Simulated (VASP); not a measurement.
# ZrB2 (P6/mmm) in VASP: notebook

ZrB2 is run at these levels: PBEsol; tasks: relaxation of cell and atoms.

Everything below comes from runs of VASP 6.6.1. Logs are shortened: lines on timing, memory, paths and dates and some standing lists are left out, and cuts for length are marked.

## 1. The cell of the first run

Symmetry: P6/mmm, No. 191, hexagonal system. The conventional cell has a = 3.168 Å, b = 3.168 Å, c = 3.552 Å, α = 90.00°, β = 90.00°, γ = 120.00°. Within 3.4 Å of Zr (site symmetry 6/mmm) lie 12 B at 2.55 Å and 6 Zr at 3.17 Å. B (site symmetry -6m2) has 3 B at 1.83 Å within 2.4 Å.

## 2. Relaxation of cell and atoms, PBEsol

The input, INCAR:

```
SYSTEM = ZrB2
  PREC = Accurate
  ENCUT = 600
  EDIFF = 1E-6
  ISMEAR = 0
  SIGMA = 0.1
  LREAL = .FALSE.
  LASPH = .TRUE.
  NELM = 80
  ALGO = Normal
  ISIF = 3
  LWAVE = .FALSE.
  LCHARG = .FALSE.
  GGA = PS
  IBRION = 2
  NSW = 100
  EDIFFG = -0.002
```

The input, KPOINTS:

```
Automatic mesh
0
G
  12 12 10
  0 0 0
```

The input, POSCAR:

```
ZrB2
1.0
    3.1675246600      0.0000000000      0.0000000000
   -1.5837623300      2.7431568200      0.0000000000
    0.0000000000      0.0000000000      3.5523880600
Zr B
1 2
Direct
    0.0000000000      0.0000000000      0.0000000000
    0.3333333300      0.6666666700      0.5000000000
    0.6666666700      0.3333333300      0.5000000000
```

Potentials or basis: VASP PAW PBE potentials, release 64 (Zr_sv, B).

Launch:

```
$ cat potpaw_PBE.64/Zr_sv/POTCAR potpaw_PBE.64/B/POTCAR > POTCAR
$ mpirun -np 1 vasp_std > vasp.out
```

OUTCAR:

```text
SYSTEM = ZrB2
   PREC = Accurate
   ENCUT = 600
   EDIFF = 1E-6
   ISMEAR = 0
   LREAL = .FALSE.
   LASPH = .TRUE.
   NELM = 80
   ISIF = 3
   GGA = PS
   IBRION = 2
   NSW = 100
   EDIFFG = -0.002

 ion  position               nearest neighbor table
   1  0.000  0.000  0.000-   2 2.55   3 2.55   2 2.55   3 2.55   2 2.55   2 2.55   3 2.55   3 2.55
                             3 2.55   3 2.55   2 2.55   2 2.55
   2  0.333  0.667  0.500-   3 1.83   3 1.83   3 1.83   1 2.55   1 2.55   1 2.55   1 2.55   1 2.55
                             1 2.55
   3  0.667  0.333  0.500-   2 1.83   2 1.83   2 1.83   1 2.55   1 2.55   1 2.55   1 2.55   1 2.55
                             1 2.55

  LATTYP: Found a hexagonal cell.
 ALAT       =     3.1675246600
 C/A-ratio  =     1.1215028899

  Lattice vectors:

 A1 = (   3.1675246600,   0.0000000000,   0.0000000000)
 A2 = (  -1.5837623300,   2.7431568200,   0.0000000000)
 A3 = (   0.0000000000,   0.0000000000,   3.5523880600)

Analysis of symmetry for initial positions (statically):
=====================================================================
 Subroutine PRICEL returns:
 Original cell was already a primitive cell.

 Routine SETGRP: Setting up the symmetry group for a
 hexagonal supercell.

 Subroutine GETGRP returns: Found 24 space group operations
 (whereof 24 operations were pure point group operations)
 out of a pool of 24 trial point group operations.

The static configuration has the point symmetry D_6h.

Analysis of symmetry for dynamics (positions and initial velocities):
=====================================================================
 Subroutine PRICEL returns:
 Original cell was already a primitive cell.

 Routine SETGRP: Setting up the symmetry group for a
 hexagonal supercell.

 Subroutine GETGRP returns: Found 24 space group operations
 (whereof 24 operations were pure point group operations)
 out of a pool of 24 trial point group operations.

The dynamic configuration has the point symmetry D_6h.

 Subroutine INISYM returns: Found 24 space group operations
 (whereof 24 operations are pure point group operations),
 and found     1 'primitive' translations

----------------------------------------------------------------------------------------

                                     Primitive cell

  volume of cell :      30.8668

  direct lattice vectors                    reciprocal lattice vectors
     3.167524660  0.000000000  0.000000000     0.315703935  0.182271752  0.000000000
    -1.583762330  2.743156820  0.000000000     0.000000000  0.364543504  0.000000000
     0.000000000  0.000000000  3.552388060     0.000000000  0.000000000  0.281500777

  length of vectors
     3.167524660  3.167524658  3.552388060     0.364543504  0.364543504  0.281500777

  position of ions in fractional coordinates (direct lattice)
     0.000000000  0.000000000  0.000000000
     0.333333330  0.666666670  0.500000000
     0.666666670  0.333333330  0.500000000

  ion indices of the primitive-cell ions
   primitive index   ion index
                 1           1
                 2           2
                 3           3

----------------------------------------------------------------------------------------

 KPOINTS: Automatic mesh

Automatic generation of k-mesh.
 Grid dimensions read from file:
 generate k-points for:   12   12   10

 Generating k-lattice:

  Cartesian coordinates                     Fractional coordinates (reciprocal lattice)
     0.026308661  0.015189313  0.000000000     0.083333333 -0.000000000  0.000000000
     0.000000000  0.030378625  0.000000000     0.000000000  0.083333333  0.000000000
     0.000000000  0.000000000  0.028150078     0.000000000  0.000000000  0.100000000

  Length of vectors
     0.030378625  0.030378625  0.028150078

  Shift w.r.t. Gamma in fractional coordinates (k-lattice)
     0.000000000  0.000000000  0.000000000

 Subroutine IBZKPT returns following result:
 ===========================================

 Found    114 irreducible k-points:

 Following reciprocal coordinates:
            Coordinates               Weight
  0.000000  0.000000  0.000000      1.000000
  0.083333 -0.000000  0.000000      6.000000
  0.166667  0.000000  0.000000      6.000000
  0.250000 -0.000000  0.000000      6.000000
  0.333333 -0.000000  0.000000      6.000000
  0.416667  0.000000  0.000000      6.000000
[... 16 lines left out ...]
  0.250000 -0.000000  0.100000     12.000000
  0.333333 -0.000000  0.100000     12.000000
 [... further k-points ...]
   k-points           NKPTS =    114   k-points in BZ     NKDIM =    114   number of bands    NBANDS=     13
   number of dos      NEDOS =    301   number of ions     NIONS =      3
   total plane-waves  NPLWV =  21952
   dimension x,y,z NGX =    28 NGY =   28 NGZ =   28
   dimension x,y,z NGXF=    56 NGYF=   56 NGZF=   56
   ions per type =               1   2
   NGX,Y,Z   is equivalent  to a cutoff of  14.70, 14.70, 13.10 a.u.
   NGXF,Y,Z  is equivalent  to a cutoff of  29.39, 29.39, 26.21 a.u.
 SYSTEM =  ZrB2
   PREC   = accura    normal or accurate (medium, high low for compatibility)
   ISTART =      0    job   : 0-new  1-cont  2-samecut
   ICHARG =      2    charge: 1-file 2-atom 10-const
   ISPIN  =      1    spin polarized calculation?
   LNONCOLLINEAR =      F non collinear calculations
   LSORBIT =      F    spin-orbit coupling
   LASPH  =      T    aspherical Exc in radial PAW
   ENCUT  =  600.0 eV  44.10 Ry    6.64 a.u.   6.33  6.33  7.10*2*pi/ulx,y,z
   NELM   =     80;   NELMIN=  2; NELMDL= -5     # of ELM steps
   EDIFF  = 0.1E-05   stopping-criterion for ELM
   LREAL  =      F    real-space projection
   EDIFFG = -.2E-02   stopping-criterion for IOM
   NSW    =    100    number of steps for IOM
   IBRION =      2    ionic relax: 0-MD 1-quasi-New 2-CG
   NFREE  =      1    steps in history (QN), initial steepest desc. (CG)
   ISIF   =      3    stress and relaxation
   ISYM   =      2    0-nonsym 1-usesym 2-fastsym
   POTIM  = 0.5000    time-step for ionic-motion
   TEBEG  =    0.0;   TEEND  =   0.0 temperature during run
   PSTRESS=    0.0 pullay stress
   NELECT =      18.0000    total number of electrons
   NUPDOWN=      -1.0000    fix difference up-down
   EMIN   =  10.00;   EMAX   =-10.00  energy-range for DOS
   EFERMI =   0.00;   METHOD = LEGACY
   ISMEAR =     0;   SIGMA  =   0.10  broadening in eV -4-tet -1-fermi 0-gaus
   EFERMI_NEDOS =   21; number of points for ismear=-14 and -15
   IALGO  =     38    algorithm
   IMIX   =      4    mixing-type and parameters
     AMIX     =   0.40;   BMIX     =  1.00
     AMIX_MAG =   1.60;   BMIX_MAG =  1.00
  volume/ion in A,a.u.               =      10.29        69.43
  Fermi-wavevector in a.u.,A,eV,Ry     =   1.367735  2.584645 25.452408  1.870699
  Thomas-Fermi vector in A             =   2.493761
   LORBIT       =      0    0 simple, 1 ext, 2 COOP (PROOUT), +10 PAW based schemes
   GGA     = PS    functional components
   LHFCALC =     F    Hartree Fock is set to
   AEXX    =    0.0000 exact exchange contribution
   IVDW    =     0    specifies the selected vdW correction
   LEPSILON=     F    determine dielectric tensor
   LRPA    =     F    only Hartree local field effects (RPA)
 conjugate gradient relaxation of ions
 non-spin polarized calculation
 Gauss-broadening in eV      SIGMA  =   0.10
  energy-cutoff  :      600.00
  volume of cell :       30.87
 maximum number of plane-waves:      1058
 NGX is ok and might be reduce to    28
   NGX = 13   NGY = 13   NGZ = 15

--------------------------------------- Ionic step        1  -------------------------------------------

 number of electron      18.0000000 magnetization

 Free energy of the ion-electron system (eV)
  ---------------------------------------------------
  ext. energy  EPLUGINS =         0.00000000
  ---------------------------------------------------
  free energy    TOTEN  =       -26.39640607 eV

  energy without entropy =      -26.39473976  energy(sigma->0) =      -26.39557291

------------------------ aborting loop because EDIFF is reached ----------------------------------------

  FORCE on cell =-STRESS in cart. coord.  units (eV):
  Direction    XX          YY          ZZ          XY          YZ          ZX
  --------------------------------------------------------------------------------------
  -------------------------------------------------------------------------------------
  Total       -0.7318732     -0.7318732     -1.1929398      0.0000000      0.0000000      0.0000000
  in kB      -37.9887855    -37.9887855    -61.9210141      0.0000000      0.0000000      0.0000000
  external PRESSURE =     -45.9661950 kB  Pullay stress =       0.0000000 kB

 VOLUME and BASIS-vectors are now :
 -----------------------------------------------------------------------------
  energy-cutoff  :      600.00
  volume of cell :       30.87
      direct lattice vectors                 reciprocal lattice vectors
     3.167524660  0.000000000  0.000000000     0.315703935  0.182271752  0.000000000
    -1.583762330  2.743156820  0.000000000     0.000000000  0.364543504  0.000000000
     0.000000000  0.000000000  3.552388060     0.000000000  0.000000000  0.281500777
[... 75 lines left out ...]
 POSITION                                       TOTAL-FORCE (eV/Angst)
 -----------------------------------------------------------------------------------
      0.00000      0.00000      3.52050        -0.000000      0.000000      0.000000
     -0.00000      1.81870      1.76025        -0.000000     -0.000000     -0.000000
      1.57504      0.90935      1.76025         0.000000     -0.000000      0.000000
 -----------------------------------------------------------------------------------
    total drift:                               -0.000000     -0.000000     -0.000000

  FREE ENERGIE OF THE ION-ELECTRON SYSTEM (eV)
  ---------------------------------------------------
  free  energy   TOTEN  =       -26.4059638163 eV

  energy  without entropy=      -26.4042842688  energy(sigma->0) =      -26.40512404

--------------------------------------- Ionic step        4  -------------------------------------------

 number of electron      18.0000000 magnetization

 Free energy of the ion-electron system (eV)
  ---------------------------------------------------
  ext. energy  EPLUGINS =         0.00000000
  ---------------------------------------------------
  free energy    TOTEN  =       -26.40649200 eV

  energy without entropy =      -26.40479029  energy(sigma->0) =      -26.40564115

 E-fermi :  10.6854     XC(G=0): -12.6116

 val. band max:       10.6845805892   @ k =   0.0833   0.0833   0.3000
 cond. band min:      10.7305082442   @ k =   0.0833   0.0833   0.3000
 fundamental gap:      0.0459276551
 Fermi energy:        10.6853749062

 k-point     1 :       0.0000    0.0000    0.0000
  band No.  band energies     occupation
      1     -37.8510      2.00000
      2     -16.0847      2.00000
      3     -15.5023      2.00000
      4     -15.5023      2.00000
      5      -2.1650      2.00000
      6       7.9341      2.00000
      7       7.9341      2.00000
      8       7.9495      2.00000
      9       8.3048      2.00000
     10      14.0651      0.00000
     11      14.0651      0.00000
     12      14.8934      0.00000
     13      14.8934      0.00000

 k-point     2 :       0.0833   -0.0000    0.0000
  band No.  band energies     occupation
      1     -37.8427      2.00000
      2     -16.0724      2.00000
      3     -15.5745      2.00000
      4     -15.5179      2.00000
      5      -2.0233      2.00000
      6       7.5299      2.00000
      7       7.9415      2.00000
      8       8.0851      2.00000
      9       8.1416      2.00000
     10      13.9754      0.00000
     11      14.0453      0.00000
[... 339 lines left out ...]
 k-point    24 :       0.3333   -0.0000    0.1000
  band No.  band energies     occupation
      1     -37.7554      2.00000
      2     -16.2586      2.00000
      3     -15.9788      2.00000
      4     -15.6698      2.00000
      5      -0.0981      2.00000
      6       4.1328      2.00000
      7       7.0386      2.00000
      8       7.5590      2.00000
      9       8.3095      2.00000
     10      12.8527      0.00000
     11      13.2481      0.00000
     12      14.2787      0.00000
     13      14.9448      0.00000

 [... further k-points ...]

------------------------ aborting loop because EDIFF is reached ----------------------------------------

  FORCE on cell =-STRESS in cart. coord.  units (eV):
  Direction    XX          YY          ZZ          XY          YZ          ZX
  --------------------------------------------------------------------------------------
  -------------------------------------------------------------------------------------
  Total        0.0015572      0.0015572     -0.0035963      0.0000000      0.0000000      0.0000000
  in kB        0.0824265      0.0824265     -0.1903632      0.0000000      0.0000000      0.0000000
  external PRESSURE =      -0.0085034 kB  Pullay stress =       0.0000000 kB

 VOLUME and BASIS-vectors are now :
 -----------------------------------------------------------------------------
  energy-cutoff  :      600.00
  volume of cell :       30.27
      direct lattice vectors                 reciprocal lattice vectors
     3.155629588  0.000000000  0.000000000     0.316893974  0.182958821 -0.000000000
    -1.577814794  2.732855386 -0.000000000     0.000000000  0.365917642 -0.000000000
     0.000000000  0.000000000  3.509822469    -0.000000000 -0.000000000  0.284914695

 POSITION                                       TOTAL-FORCE (eV/Angst)
 -----------------------------------------------------------------------------------
      3.15563      0.00000      0.00000        -0.000000     -0.000000      0.000000
     -0.00000      1.82190      1.75491         0.000000     -0.000000      0.000000
      1.57781      0.91095      1.75491         0.000000      0.000000     -0.000000
 -----------------------------------------------------------------------------------
    total drift:                                0.000000     -0.000000     -0.000000

  FREE ENERGIE OF THE ION-ELECTRON SYSTEM (eV)
  ---------------------------------------------------
  free  energy   TOTEN  =       -26.4064920040 eV

  energy  without entropy=      -26.4047902863  energy(sigma->0) =      -26.40564115

 reached required accuracy - stopping structural energy minimisation
```

Wall time 72 s (1 thread of Intel Xeon Platinum 8559C (Emerald Rapids), shared host); peak memory 0.21 GiB.

What came out:

| Property | Result |
| --- | --- |
| Free energy | -26.4065 eV |
| Relaxed volume | 10.09 Å³/atom |
| Relaxed cell | a = 3.156 Å, b = 3.156 Å, c = 3.510 Å, α = 90.00°, β = 90.00°, γ = 120.00° |
| Space group after relaxing (to 0.1 Å) | P6/mmm (No. 191) |
| Energy gained by relaxing | 3.4 meV/atom |
| Ionic steps | 4 |
| Pressure after relaxing | 0.0 GPa |
| Band gap on the k mesh | zero (bands 9 and 10 overlap by 1.14 eV) |

The path:
| step | energy change (eV) | largest force (eV/Å) | pressure (GPa) | volume (Å³) |
| --- | --- | --- | --- | --- |
| 1 | 0.0000 | 0.0000 | -4.60 | 30.87 |
| 2 | 0.0032 | 0.0000 | 6.16 | 29.57 |
| 3 | -0.0096 | 0.0000 | 0.19 | 30.25 |
| 4 | -0.0101 | 0.0000 | 0.00 | 30.27 |

Final structure:
```
CELL_PARAMETERS angstrom
3.15563 0.00000 0.00000
-1.57781 2.73286 0.00000
0.00000 0.00000 3.50982
ATOMIC_POSITIONS crystal
Zr 0.00000 0.00000 0.00000
B 0.33333 0.66667 0.50000
B 0.66667 0.33333 0.50000
```

Levels at points of the mesh, in eV from the Fermi level:
```csv
k point,band 5,band 6,band 7,band 8,band 9,band 10,band 11,band 12,band 13
"(0.00, 0.00, 0.00)",-12.85,-2.75,-2.75,-2.74,-2.38,3.38,3.38,4.21,4.21
"(0.50, 0.00, 0.00)",-9.11,-8.54,-4.03,-3.14,-2.84,2.21,2.26,4.95,5.04
"(0.00, 0.00, 0.50)",-10.72,-7.10,-1.04,-1.04,0.21,0.21,0.69,0.69,1.81
"(0.50, 0.00, 0.50)",-10.05,-7.05,-4.76,-4.28,-2.04,3.75,4.08,5.34,6.36
```

Caveat: the PAW data sets were made with another functional, which shifts forces and pressure a little.

## 3. Relaxation of cell and atoms, PBEsol

This run uses another cell than the first one, of 10.08 Å³/atom.

The input, INCAR:

```
ALGO = Normal
EDIFF = 1E-6
EDIFFG = -0.001
ENCUT = 600
GGA = PS
IBRION = 2
ISIF = 3
ISMEAR = -1
LASPH = T
LCHARG = F
LREAL = F
LWAVE = F
NELM = 80
NSW = 80
PREC = Accurate
SIGMA = 0.15
```

The input, KPOINTS:

```
k-points
0
Gamma
  12 12 12
```

The input, POSCAR:

```
ZrB2
1.0
    3.1544778965      0.0000000000      0.0000000000
   -1.5772389483      2.7318579941      0.0000000000
    0.0000000000      0.0000000000      3.5081949815
Zr B
1 2
Direct
    0.0000000000      0.0000000000      0.0000000000
    0.3333333333      0.6666666667      0.5000000000
    0.6666666667      0.3333333333      0.5000000000
```

Potentials or basis: VASP PAW PBE potentials, release 64 (Zr_sv, B).

Launch:

```
$ cat potpaw_PBE.64/Zr_sv/POTCAR potpaw_PBE.64/B/POTCAR > POTCAR
$ mpirun -np 1 vasp_std > vasp.out
```

Run time: 2.6 min. Hardware: 1 thread of Intel Xeon Platinum 8559C (Emerald Rapids), shared host; peak memory 0.21 GiB.

The run converged. Its results:

| Item | Value |
| --- | --- |
| Free energy | -26.4156 eV |
| Relaxed volume | 10.09 Å³/atom |
| Relaxed cell | a = 3.156 Å, b = 3.156 Å, c = 3.509 Å, α = 90.00°, β = 90.00°, γ = 120.00° |
| Space group after relaxing (to 0.1 Å) | P6/mmm (No. 191) |
| Energy gained by relaxing | 0.0 meV/atom |
| Ionic steps | 19 |
| Pressure after relaxing | 0.0 GPa |
| Band gap on the k mesh | zero (bands 9 and 10 overlap by 1.28 eV) |

Final structure:
```
Zr B
1.0
     3.15638    0.00000    0.00000
    -1.57819    2.73351    0.00000
     0.00000    0.00000    3.50854
Zr B
1 2
Direct
  0.00000 0.00000 0.00000
  0.33333 0.66667 0.50000
  0.66667 0.33333 0.50000
```

Levels at points of the mesh, in eV from the Fermi level:
```csv
k point,band 7,band 8,band 9,band 10,band 11,band 12
"(0.00, 0.00, 0.00)",-2.66,-2.64,-2.28,3.47,3.47,4.30
"(0.50, 0.00, 0.00)",-3.93,-3.05,-2.75,2.30,2.35,5.04
"(0.00, 0.00, 0.50)",-0.95,-0.95,0.30,0.30,0.79,0.79
"(0.50, 0.00, 0.50)",-4.67,-4.19,-1.94,3.85,4.17,5.43
```

Caveat: the PAW data sets were made with another functional, which shifts forces and pressure a little.
